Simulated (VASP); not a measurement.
# Ga24CN22O (a cell with a defect) in VASP: single point with PBE

Aim: the single point of Ga24CN22O (a cell with a defect) with PBE.

Program: VASP 6.6.1. These are calculated values, not measurements. Logs are shortened: lines on timing, memory, paths and dates and some standing lists are left out, and cuts for length are marked.

## 1. The cell of the first run

The cell holds a defect, 48 atoms: a = 8.302 Å, b = 8.302 Å, c = 8.302 Å, α = 84.36°, β = 84.36°, γ = 84.36°.

## 2. Single point, PBE

Contents of INCAR:

```
  ALGO = Normal
  EDIFF = 1E-7
  ENCUT = 520
  GGA = PE
  ISIF = 2
  ISMEAR = 0
  LASPH = True
  LCHARG = False
  LREAL = Auto
  LUSENCCL = False
  LWAVE = False
  NBANDS = 246
  NELM = 100
  PREC = Accurate
  SIGMA = 0.01
```

Contents of KPOINTS:

```
Automatic mesh
0
Gamma
  2 2 2
  0.5 0.5 0.5
```

Contents of POSCAR:

```
Ga24CN22O
1.0
    3.2184289061     -5.5744823859     -5.2430304973
   -6.4368578122      0.0000000000     -5.2430304973
    3.2184289061      5.5744823859     -5.2430304973
Ga C N O
24 1 22 1
Direct
    0.3336227706      0.5002894373      0.1669561039
    0.0002894373      0.1669561039      0.8336227706
    0.6669561039      0.3336227706      0.0002894373
    0.1669561039      0.8336227706      0.0002894373
    0.1669561039      0.3336227706      0.5002894373
    0.8336227706      0.0002894373      0.1669561039
    0.5002894373      0.6669561039      0.8336227706
    0.8336227706      0.5002894373      0.6669561039
    0.5002894373      0.1669561039      0.3336227706
    0.3336227706      0.0002894373      0.6669561039
    0.0002894373      0.6669561039      0.3336227706
    0.6748502925      0.8287535679      0.5066345213
    0.6771297076      0.5155652339      0.3291667744
    0.3336227706      0.1669561039      0.0002894373
    0.0002894373      0.3336227706      0.1669561039
    0.5044191696      0.8412889956      0.1622061812
    0.5002894373      0.3336227706      0.6669561039
    0.1669561039      0.0002894373      0.3336227706
    0.8336227706      0.6669561039      0.0002894373
    0.1669561039      0.5002894373      0.8336227706
    0.8336227706      0.1669561039      0.5002894373
    0.6669561039      0.0002894373      0.8336227706
    0.3314471404      0.6719618970      0.4961558206
    0.0002894373      0.8336227706      0.6669561039
    0.5448940378      0.7156739667      0.3741836490
    0.2080438961      0.3747105627      0.0413772294
    0.8747105627      0.5413772294      0.2080438961
    0.3747105627      0.0413772294      0.2080438961
    0.3747105627      0.5413772294      0.7080438961
    0.0413772294      0.2080438961      0.3747105627
    0.7080438961      0.8747105627      0.0413772294
    0.0413772294      0.7080438961      0.8747105627
    0.7080438961      0.3747105627      0.5413772294
    0.5413772294      0.2080438961      0.8747105627
    0.2080438961      0.8747105627      0.5413772294
    0.8747105627      0.0413772294      0.7080438961
    0.5413772294      0.3747105627      0.2080438961
    0.2080438961      0.0413772294      0.8747105627
    0.8747105627      0.2080438961      0.0413772294
    0.3747105627      0.7080438961      0.0413772294
    0.3747105627      0.2080438961      0.5413772294
    0.0413772294      0.8747105627      0.2080438961
    0.7080438961      0.5413772294      0.8747105627
    0.0413772294      0.3747105627      0.7080438961
    0.7080438961      0.0413772294      0.3747105627
    0.5413772294      0.8747105627      0.7080438961
    0.2080438961      0.5413772294      0.3747105627
    0.8747105627      0.7080438961      0.5413772294
```

Potentials or basis: VASP PAW PBE potentials, release 64 (Ga_d, C, N, O).

Command:

```bash
cat potpaw_PBE.64/Ga_d/POTCAR potpaw_PBE.64/C/POTCAR potpaw_PBE.64/N/POTCAR potpaw_PBE.64/O/POTCAR > POTCAR
mpirun -np 1 vasp_std > vasp.out
```

OUTCAR:

```text
EDIFF = 1E-7
   ENCUT = 520
   GGA = PE
   ISIF = 2
   ISMEAR = 0
   LASPH = True
   LREAL = Auto
   NELM = 100
   PREC = Accurate

 ion  position               nearest neighbor table
   1  0.334  0.500  0.167-  47 1.97  40 1.97  37 1.97  26 1.98
   2  0.000  0.167  0.834-  38 1.97  44 1.97  39 1.97  36 1.98
   3  0.667  0.334  0.000-  37 1.97  39 1.97  43 1.97  34 1.98
   4  0.167  0.834  0.000-  42 1.97  40 1.97  38 1.97  32 1.98
   5  0.167  0.334  0.500-  44 1.97  41 1.97  47 1.97  30 1.98
   6  0.834  0.000  0.167-  45 1.97  39 1.97  42 1.97  31 1.98
[... 40 lines left out ...]
  47  0.208  0.541  0.375-   1 1.97  11 1.97   5 1.97  23 1.97
  48  0.875  0.708  0.541-  12 1.88   8 1.97  11 1.97  24 1.98

  LATTYP: Found a trigonal (rhomboedric) cell.
 ALAT       =     8.3019580395
 COS(alpha) =     0.0982668770

  Lattice vectors:

 A1 = (   3.2184289061,  -5.5744823859,  -5.2430304973)
 A2 = (  -6.4368578122,   0.0000000000,  -5.2430304973)
 A3 = (   3.2184289061,   5.5744823859,  -5.2430304973)

Analysis of symmetry for initial positions (statically):
=====================================================================
 Subroutine PRICEL returns:
 Original cell was already a primitive cell.

 Routine SETGRP: Setting up the symmetry group for a
 trigonal (rhombohedral) supercell.

 Subroutine GETGRP returns: Found  1 space group operations
 (whereof  1 operations were pure point group operations)
 out of a pool of 12 trial point group operations.

The static configuration has the point symmetry C_1 .

Analysis of symmetry for dynamics (positions and initial velocities):
=====================================================================
 Subroutine PRICEL returns:
 Original cell was already a primitive cell.

 Routine SETGRP: Setting up the symmetry group for a
 trigonal (rhombohedral) supercell.

 Subroutine GETGRP returns: Found  1 space group operations
 (whereof  1 operations were pure point group operations)
 out of a pool of 12 trial point group operations.

The dynamic configuration has the point symmetry C_1 .

 Subroutine INISYM returns: Found  1 space group operations
 (whereof  1 operations are pure point group operations),
 and found     1 'primitive' translations

----------------------------------------------------------------------------------------

                                     Primitive cell

  volume of cell :     564.3936

  direct lattice vectors                    reciprocal lattice vectors
     3.218428906 -5.574482386 -5.243030497     0.051785101 -0.089694426 -0.063576463
    -6.436857812  0.000000000 -5.243030497    -0.103570202  0.000000000 -0.063576463
     3.218428906  5.574482386 -5.243030497     0.051785101  0.089694426 -0.063576463

  length of vectors
     8.301958040  8.301958040  8.301958040     0.121526760  0.121526760  0.121526760

  position of ions in fractional coordinates (direct lattice)
     0.333622771  0.500289437  0.166956104
     0.000289437  0.166956104  0.833622771
     0.666956104  0.333622771  0.000289437
     0.166956104  0.833622771  0.000289437
     0.166956104  0.333622771  0.500289437
     0.833622771  0.000289437  0.166956104
[... 40 lines left out ...]
     0.208043896  0.541377229  0.374710563
     0.874710563  0.708043896  0.541377229

  ion indices of the primitive-cell ions
   primitive index   ion index
                 1           1
                 2           2
                 3           3
                 4           4
                 5           5
                 6           6
[... 40 lines left out ...]
                47          47
                48          48

----------------------------------------------------------------------------------------

 KPOINTS: Automatic mesh

Automatic generation of k-mesh.
 Grid dimensions read from file:
 generate k-points for:    2    2    2

 Generating k-lattice:

  Cartesian coordinates                     Fractional coordinates (reciprocal lattice)
     0.025892551 -0.044847213 -0.031788231     0.500000000  0.000000000 -0.000000000
    -0.051785101  0.000000000 -0.031788231     0.000000000  0.500000000  0.000000000
     0.025892551  0.044847213 -0.031788231    -0.000000000  0.000000000  0.500000000

  Length of vectors
     0.060763380  0.060763380  0.060763380

  Shift w.r.t. Gamma in fractional coordinates (k-lattice)
     0.500000000  0.500000000  0.500000000

 Subroutine IBZKPT returns following result:
 ===========================================

 Found      4 irreducible k-points:

 Following reciprocal coordinates:
            Coordinates               Weight
  0.250000  0.250000  0.250000      2.000000
 -0.250000  0.250000  0.250000      2.000000
  0.250000 -0.250000  0.250000      2.000000
  0.250000  0.250000 -0.250000      2.000000
   k-points           NKPTS =      4   k-points in BZ     NKDIM =      4   number of bands    NBANDS=    246
   number of dos      NEDOS =    301   number of ions     NIONS =     48
   total plane-waves  NPLWV = 262144
   dimension x,y,z NGX =    64 NGY =   64 NGZ =   64
   dimension x,y,z NGXF=   128 NGYF=  128 NGZF=  128
   ions per type =              24   1  22   1
   NGX,Y,Z   is equivalent  to a cutoff of  12.82, 12.82, 12.82 a.u.
   NGXF,Y,Z  is equivalent  to a cutoff of  25.63, 25.63, 25.63 a.u.
 SYSTEM =  unknown system
   PREC   = accura    normal or accurate (medium, high low for compatibility)
   ISTART =      0    job   : 0-new  1-cont  2-samecut
   ICHARG =      2    charge: 1-file 2-atom 10-const
   ISPIN  =      1    spin polarized calculation?
   LNONCOLLINEAR =      F non collinear calculations
   LSORBIT =      F    spin-orbit coupling
   LASPH  =      T    aspherical Exc in radial PAW
   ENCUT  =  520.0 eV  38.22 Ry    6.18 a.u.  15.44 15.44 15.44*2*pi/ulx,y,z
   NELM   =    100;   NELMIN=  2; NELMDL= -5     # of ELM steps
   EDIFF  = 0.1E-06   stopping-criterion for ELM
   LREAL  =      T    real-space projection
   EDIFFG = 0.1E-05   stopping-criterion for IOM
   NSW    =      0    number of steps for IOM
   IBRION =     -1    ionic relax: 0-MD 1-quasi-New 2-CG
   NFREE  =      0    steps in history (QN), initial steepest desc. (CG)
   ISIF   =      2    stress and relaxation
   ISYM   =      2    0-nonsym 1-usesym 2-fastsym
   POTIM  = 0.5000    time-step for ionic-motion
   TEBEG  =    0.0;   TEEND  =   0.0 temperature during run
   PSTRESS=    0.0 pullay stress
   NELECT =     432.0000    total number of electrons
   NUPDOWN=      -1.0000    fix difference up-down
   EMIN   =  10.00;   EMAX   =-10.00  energy-range for DOS
   EFERMI =   0.00;   METHOD = LEGACY
   ISMEAR =     0;   SIGMA  =   0.01  broadening in eV -4-tet -1-fermi 0-gaus
   EFERMI_NEDOS =   21; number of points for ismear=-14 and -15
   IALGO  =     38    algorithm
   IMIX   =      4    mixing-type and parameters
     AMIX     =   0.40;   BMIX     =  1.00
     AMIX_MAG =   1.60;   BMIX_MAG =  1.00
  volume/ion in A,a.u.               =      11.76        79.35
  Fermi-wavevector in a.u.,A,eV,Ry     =   1.497529  2.829920 30.512351  2.242595
  Thomas-Fermi vector in A             =   2.609406
   LORBIT       =      0    0 simple, 1 ext, 2 COOP (PROOUT), +10 PAW based schemes
   GGA     = PE    functional components
   LHFCALC =     F    Hartree Fock is set to
   AEXX    =    0.0000 exact exchange contribution
   IVDW    =     0    specifies the selected vdW correction
   LEPSILON=     F    determine dielectric tensor
   LRPA    =     F    only Hartree local field effects (RPA)
 non-spin polarized calculation
 Gauss-broadening in eV      SIGMA  =   0.01
  energy-cutoff  :      520.00
  volume of cell :      564.39
 maximum number of plane-waves:     15214
 NGX is ok and might be reduce to    64
   NGX = 31   NGY = 31   NGZ = 31

 number of electron     432.0000053 magnetization

 Free energy of the ion-electron system (eV)
  ---------------------------------------------------
  ext. energy  EPLUGINS =         0.00000000
  ---------------------------------------------------
  free energy    TOTEN  =      -288.37790135 eV

  energy without entropy =     -288.37790135  energy(sigma->0) =     -288.37790135

 E-fermi :   5.6121     XC(G=0): -11.5174

 val. band max:        5.4962785933   @ k =   0.2500   0.2500   0.2500
 cond. band min:       7.6456947524   @ k =   0.2500   0.2500   0.2500
 fundamental gap:      2.1494161591
 Fermi energy:         5.6120815251

 k-point     1 :       0.2500    0.2500    0.2500
  band No.  band energies     occupation
      1     -15.5344      2.00000
      2     -10.5798      2.00000
      3     -10.3271      2.00000
      4     -10.2420      2.00000
      5     -10.1965      2.00000
      6     -10.1407      2.00000
[... 220 lines left out ...]
    227       9.9889      0.00000
    228      10.1212      0.00000

 k-point     2 :      -0.2500    0.2500    0.2500
  band No.  band energies     occupation
      1     -15.5343      2.00000
      2     -10.5607      2.00000
      3     -10.3160      2.00000
      4     -10.2487      2.00000
      5     -10.2134      2.00000
      6     -10.1575      2.00000
[... 220 lines left out ...]
    227      10.1059      0.00000
    228      10.1963      0.00000

 k-point     3 :       0.2500   -0.2500    0.2500
  band No.  band energies     occupation
      1     -15.5343      2.00000
      2     -10.5534      2.00000
      3     -10.3437      2.00000
      4     -10.2494      2.00000
      5     -10.1932      2.00000
      6     -10.1617      2.00000
[... 220 lines left out ...]
    227      10.1185      0.00000
    228      10.1990      0.00000

 k-point     4 :       0.2500    0.2500   -0.2500
  band No.  band energies     occupation
      1     -15.5343      2.00000
      2     -10.5560      2.00000
      3     -10.3404      2.00000
      4     -10.2452      2.00000
      5     -10.1916      2.00000
      6     -10.1653      2.00000
[... 220 lines left out ...]
    227      10.1242      0.00000
    228      10.1979      0.00000
 [bands above 228 left out]

------------------------ aborting loop because EDIFF is reached ----------------------------------------

  FORCE on cell =-STRESS in cart. coord.  units (eV):
  Direction    XX          YY          ZZ          XY          YZ          ZX
  --------------------------------------------------------------------------------------
  -------------------------------------------------------------------------------------
  Total        4.3517644      6.4209945      3.9425289     -1.5853037      0.2501711      0.7524281
  in kB       12.3536090     18.2276540     11.1918883     -4.5002946      0.7101754      2.1359618
  external PRESSURE =      13.9243838 kB  Pullay stress =       0.0000000 kB

 VOLUME and BASIS-vectors are now :
 -----------------------------------------------------------------------------
  energy-cutoff  :      520.00
  volume of cell :      564.39
      direct lattice vectors                 reciprocal lattice vectors
     3.218428906 -5.574482386 -5.243030497     0.051785101 -0.089694426 -0.063576463
    -6.436857812  0.000000000 -5.243030497    -0.103570202  0.000000000 -0.063576463
     3.218428906  5.574482386 -5.243030497     0.051785101  0.089694426 -0.063576463

 POSITION                                       TOTAL-FORCE (eV/Angst)
 -----------------------------------------------------------------------------------
     -1.60921     -0.92908     -5.24758         0.102616     -0.395884     -0.363544
      1.60921      4.64540     -5.24758         0.139490      0.106397     -0.105525
     -0.00000     -3.71632     -5.24758         0.146638      0.480848      0.118216
     -4.82764     -0.92908     -5.24758         0.255848     -0.354847     -0.226876
     -0.00000      1.85816     -5.24758         0.107104     -0.246137      0.006003
      3.21843     -3.71632     -5.24758        -0.147748      0.290573      0.085866
[... 40 lines left out ...]
     -1.60921      0.92908     -5.89386        -0.380071      0.898015      0.383258
     -0.00000     -1.85816    -11.13689         0.917238     -0.532534     -0.882160
 -----------------------------------------------------------------------------------
    total drift:                                0.000114      0.002140      0.022253

  FREE ENERGIE OF THE ION-ELECTRON SYSTEM (eV)
  ---------------------------------------------------
  free  energy   TOTEN  =      -288.3779013516 eV

  energy  without entropy=     -288.3779013516  energy(sigma->0) =     -288.37790135
```

It took 95 s on 1 × NVIDIA H100 80GB with 1 thread of AMD EPYC 7R13 (Zen 3), shared host; peak memory 1.7 GiB.

What came out:

| Item | Value |
| --- | --- |
| Free energy | -288.3779 eV |
| Pressure | 1.4 GPa |
| Largest force | 3.812 eV/Å |
| Band gap on the k mesh | 2.15 eV |

Forces in eV/Å, atoms in the order of the input:
```
Ga   0.103 -0.396 -0.364
Ga   0.139  0.106 -0.106
Ga   0.147  0.481  0.118
Ga   0.256 -0.355 -0.227
Ga   0.107 -0.246  0.006
Ga  -0.148  0.291  0.086
Ga  -0.175  0.329  0.307
Ga   1.608  1.003  0.988
Ga  -0.109 -0.156 -0.060
Ga  -0.003 -0.204 -0.092
Ga   0.091 -1.944  0.567
Ga  -3.047  1.216  1.942
Ga   0.030  2.308  1.624
Ga   0.037  0.094 -0.267
Ga   0.201 -0.144 -0.024
Ga   1.255  1.172  0.178
Ga  -0.359 -0.059 -0.067
Ga  -0.068 -0.334 -0.260
Ga  -0.262  0.192 -0.059
Ga   0.315 -0.348 -0.334
Ga  -0.442 -0.069  0.150
Ga  -0.061  0.281 -0.010
Ga   1.081 -1.218 -0.665
Ga   0.008 -0.124 -2.040
C    0.202  0.087  0.101
N   -0.138  0.154  0.162
N    0.281 -1.352 -0.773
N   -0.806  0.118  0.077
N   -0.068  0.351  0.180
N    0.030 -0.003 -0.041
N   -0.270 -1.148 -0.204
N   -0.292  0.001  0.563
N   -0.002 -0.455 -0.566
N    0.041 -0.120  0.045
N   -0.516  0.936  0.496
N    0.302 -0.175  0.443
N    0.097 -0.287 -0.152
N   -0.070  0.048  0.132
N   -0.035 -0.168 -0.008
N   -0.377 -0.081  0.187
N    0.062  0.140  0.080
N    0.231  0.491  0.054
N   -0.250 -0.563 -0.236
N   -0.514  0.007 -0.014
N    0.505 -0.189 -0.720
N    0.349 -0.033 -0.699
N   -0.380  0.898  0.383
O    0.917 -0.533 -0.882
```
